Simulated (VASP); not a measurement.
# LiH (P1) in VASP: further runs, part 2 of 2

VASP 6.6.1. Earlier steps stand in the parts before.

### Step 4. Single point, PBE

Input file INCAR:

```
SYSTEM = LiH
PREC     = Accurate       ! precision mode
ENCUT    = 520            ! plane-wave cutoff, eV
EDIFF    = 1E-7           ! SCF threshold, eV
ISMEAR   = -1             ! smearing method
SIGMA    = 0.1551         ! smearing width, eV
LREAL    = Auto         
LASPH    = .TRUE.         ! aspherical terms in the spheres
NELM     = 60             ! most SCF steps
ALGO     = Normal         ! electronic algorithm
ISIF     = 2              ! what is computed and relaxed
LWAVE    = .FALSE.        ! write WAVECAR
LCHARG   = .TRUE.         ! write CHGCAR
GGA      = PE             ! functional
LELF     = .TRUE.         ! ELF
LVHAR    = .TRUE.       
NBANDS   = 30             ! bands
```

Input file KPOINTS:

```
Automatic mesh
0
Gamma
  2 2 2
  0.5 0.5 0.5
```

Input file POSCAR:

```
LiH
1.0
   -4.1447261231      4.1447261231      0.0000000000
   -4.1447261231      0.0000000000      4.1447261231
    0.0000000000      4.1447261231      4.1447261231
Li H
8 8
Direct
   -0.0031717415      0.0563216949      0.0308411210
    0.4721320401      0.1015225102     -0.0348985664
   -0.0215769383      0.5897240077      0.0097339363
    0.0439318533     -0.0813403564      0.4829989825
    0.4256535770      0.5736645630      0.0173650798
    0.5619985328     -0.0831683421      0.4815811566
   -0.0127230361      0.4546866172      0.5001569316
    0.4671209731      0.4133852151      0.5252553330
    0.8118663092      0.6890579535      0.6942030461
    0.2928122303      0.6897409901      0.7039144236
    0.8266338712      0.1151834852      0.7775090330
    0.8828755849      0.7435563674      0.2541537049
    0.2419658067      0.2229172622      0.7853664882
    0.2902300331      0.8349999245      0.1788400435
    0.7989030883      0.2271022191      0.2691696548
    0.3134874203      0.3067246091      0.2471049883
```

Potentials or basis: VASP PAW PBE potentials, release 64 (Li_sv, H).

Run with:

```sh
$ cat potpaw_PBE.64/Li_sv/POTCAR potpaw_PBE.64/H/POTCAR > POTCAR
$ mpirun -np 1 vasp_std > vasp.out
```

OUTCAR:

```text
SYSTEM = LiH
   PREC = Accurate
   ENCUT = 520
   EDIFF = 1E-7
   ISMEAR = -1
   LREAL = Auto
   LASPH = .TRUE.
   NELM = 60
   ISIF = 2
   GGA = PE

 ion  position               nearest neighbor table
   1  0.997  0.056  0.031-  15 1.71  13 1.74   4 2.47
   2  0.472  0.102  0.965-   8 2.30
   3  0.978  0.590  0.010-   7 2.59   5 2.60
   4  0.044  0.919  0.483-   1 2.47
   5  0.426  0.574  0.017-  16 1.65   3 2.60
   6  0.562  0.917  0.482-
   7  0.987  0.455  0.500-  12 1.65   3 2.59
   8  0.467  0.413  0.525-   2 2.30
   9  0.812  0.689  0.694-
  10  0.293  0.690  0.704-
  11  0.827  0.115  0.778-
  12  0.883  0.744  0.254-   7 1.65
  13  0.242  0.223  0.785-   1 1.74
  14  0.290  0.835  0.179-
  15  0.799  0.227  0.269-   1 1.71
  16  0.313  0.307  0.247-   5 1.65

  LATTYP: Found a face centered cubic cell.
 ALAT       =     8.2894522462

  Lattice vectors:

 A1 = (  -4.1447261231,   4.1447261231,   0.0000000000)
[... 197 lines left out ...]

 val. band max:       -0.3579954419   @ k =   0.2500   0.0000   0.5000
 cond. band min:       3.0431848423   @ k =   0.0000   0.0000  -0.2500
 fundamental gap:      3.4011802843
 Fermi energy:         1.4066836009

 k-point     1 :       0.2500    0.2500    0.2500
  band No.  band energies     occupation
      1     -45.0825      2.00000
      2     -44.9846      2.00000
      3     -44.9561      2.00000
      4     -44.8110      2.00000
      5     -44.7278      2.00000
      6     -44.4640      2.00000
[... 485 lines left out ...]
     27       8.3739      0.00000
     28       8.9265      0.00000
 [bands above 28 left out]

------------------------ aborting loop because EDIFF is reached ----------------------------------------

  FORCE on cell =-STRESS in cart. coord.  units (eV):
  Direction    XX          YY          ZZ          XY          YZ          ZX
  --------------------------------------------------------------------------------------
  -------------------------------------------------------------------------------------
  Total        0.3902922      2.3382966      0.2083647      1.8844909      1.1093166      0.8746927
  in kB        4.3911978     26.3082932      2.3443215     21.2025023     12.4809775      9.8412117
  external PRESSURE =      11.0146041 kB  Pullay stress =       0.0000000 kB

 VOLUME and BASIS-vectors are now :
 -----------------------------------------------------------------------------
  energy-cutoff  :      520.00
  volume of cell :      142.40
      direct lattice vectors                 reciprocal lattice vectors
    -4.144726123  4.144726123  0.000000000    -0.120635233  0.120635233 -0.120635233
    -4.144726123  0.000000000  4.144726123    -0.120635233 -0.120635233  0.120635233
     0.000000000  4.144726123  4.144726123     0.120635233  0.120635233  0.120635233

 POSITION                                       TOTAL-FORCE (eV/Angst)
 -----------------------------------------------------------------------------------
     -4.36502      4.25941      0.36127         0.148234     -0.398520     -0.412710
     -2.37764      5.95694      4.42086         0.458808      0.559983      0.131853
     -6.49954      4.09564      2.48459         0.309012     -0.402633     -0.459521
     -3.98968      2.18398      5.80949         0.115572     -0.016085      0.703967
     -4.14190      1.83619      2.44966        -0.818451      0.057283     -0.216282
     -6.12935      4.32535      5.79604        -0.084704     -0.177507      0.310685
[... 8 lines left out ...]
     -4.25251      4.42687      2.05691        -0.060360     -0.053155      0.566192
     -2.57061      2.32350      2.29547         0.708254      0.085341     -0.475282
 -----------------------------------------------------------------------------------
    total drift:                                0.005026     -0.002533     -0.004207

  FREE ENERGIE OF THE ION-ELECTRON SYSTEM (eV)
  ---------------------------------------------------
  free  energy   TOTEN  =       -46.8427812785 eV

  energy  without entropy=      -46.8427477129  energy(sigma->0) =      -46.84276450
```

OSZICAR:

```text
N       E                     dE             d eps       ncg     rms          rms(c)
DAV:   1     0.166286433840E+03    0.16629E+03   -0.12635E+04   960   0.109E+03
DAV:   2    -0.133362374767E+02   -0.17962E+03   -0.16608E+03  1000   0.292E+02
DAV:   3    -0.469814322241E+02   -0.33645E+02   -0.33331E+02  1788   0.708E+01
DAV:   4    -0.494597317409E+02   -0.24783E+01   -0.24678E+01  1258   0.316E+01
DAV:   5    -0.497328386354E+02   -0.27311E+00   -0.27307E+00  1576   0.732E+00    0.901E+00
DAV:   6    -0.474675609375E+02    0.22653E+01   -0.10416E+00  1198   0.461E+00    0.449E+00
DAV:   7    -0.467873587546E+02    0.68020E+00   -0.16693E+00  1264   0.519E+00    0.867E-01
DAV:   8    -0.468466164017E+02   -0.59258E-01   -0.36296E-01  1478   0.221E+00    0.477E-01
DAV:   9    -0.468421314236E+02    0.44850E-02   -0.75179E-03  1424   0.426E-01    0.284E-01
DAV:  10    -0.468426901613E+02   -0.55874E-03   -0.31901E-03  1288   0.296E-01    0.504E-02
DAV:  11    -0.468427803099E+02   -0.90149E-04   -0.56452E-04  1288   0.124E-01    0.316E-02
DAV:  12    -0.468427846274E+02   -0.43175E-05   -0.44629E-05  1416   0.417E-02    0.142E-02
DAV:  13    -0.468427802316E+02    0.43958E-05   -0.18149E-05  1256   0.211E-02    0.356E-03
DAV:  14    -0.468427814162E+02   -0.11846E-05   -0.11250E-06  1312   0.573E-03    0.915E-04
DAV:  15    -0.468427813044E+02    0.11182E-06   -0.15402E-07  1008   0.204E-03    0.443E-04
DAV:  16    -0.468427811849E+02    0.11948E-06   -0.15131E-08   768   0.836E-04    0.238E-04
DAV:  17    -0.468427812874E+02   -0.10247E-06   -0.65543E-09   768   0.535E-04    0.298E-05
DAV:  18    -0.468427812785E+02    0.89578E-08   -0.26986E-09   768   0.313E-04
   1 F= -.46842781E+02 E0= -.46842764E+02  d E =-.335655E-04
```

stdout:

```text
POSCAR found type information on POSCAR LiH
 POSCAR found :  2 types and      16 ions
 scaLAPACK will be used
 LDA part: xc-table for (Slater+PW92), standard interpolation
 POSCAR, INCAR and KPOINTS ok, starting setup
 FFT: planning ... GRIDC
 FFT: planning ... GRID_SOFT
 FFT: planning ... GRID
 WAVECAR not read
 entering main loop
```

Wall time 6 min (1 thread of AMD EPYC 7R13, shared host); peak memory 0.27 GiB.

What came out:

- Free energy: -46.8428 eV
- Largest force: 0.951 eV/Å
- Band gap on the k mesh: 3.40 eV (least direct gap 3.68 eV)

Forces on the atoms (eV/Å):
```
Li   0.148 -0.399 -0.413
Li   0.459  0.560  0.132
Li   0.309 -0.403 -0.460
Li   0.116 -0.016  0.704
Li  -0.818  0.057 -0.216
Li  -0.085 -0.178  0.311
Li   0.535  0.786 -0.023
Li  -0.652 -0.300 -0.149
H    0.176  0.180  0.618
H   -0.247  0.388 -0.011
H   -0.310 -0.364  0.162
H    0.092 -0.771 -0.175
H   -0.450 -0.169 -0.276
H    0.079  0.596 -0.294
H   -0.060 -0.053  0.566
H    0.708  0.085 -0.475
```

Caveat: the k points lie up to 0.66 Å⁻¹ apart; the cutoff is under 1.25 times the usual one of these potentials, so pressure, stress and relaxed cells hold a basis-set (Pulay) error; the atoms stand as in a frame of molecular dynamics; a shifted mesh leaves out Γ, where band edges can lie.

### Step 5. The runs side by side

| cell | gap on the mesh (eV) | largest force (eV/Å) |
| --- | --- | --- |
| as given, atomic positions A | 3.79 | 1.61 |
| as given, atomic positions B | 3.41 | 1.72 |
| as given, atomic positions C | 3.40 | 0.95 |

Alike in all rows: task single point; level PBE; potentials or basis VASP PAW PBE potentials, release 64 (Li_sv, H); no spin polarisation; k mesh 2 × 2 × 2, shifted; cutoff (eV) 520; smearing fermi-dirac 0.1551 eV.

Caveats: all runs use coarse meshes; the cutoff is under 1.25 times the usual one of these potentials, so pressure, stress and relaxed cells hold a basis-set (Pulay) error; the atoms stand as in a frame of molecular dynamics; a shifted mesh leaves out Γ, where band edges can lie; forces of over 1 eV/Å act on the atoms, so gaps and moduli don't describe the material at rest (at least some runs).

Total energies depend on the potentials used, so only differences within one code and one set of settings carry meaning.
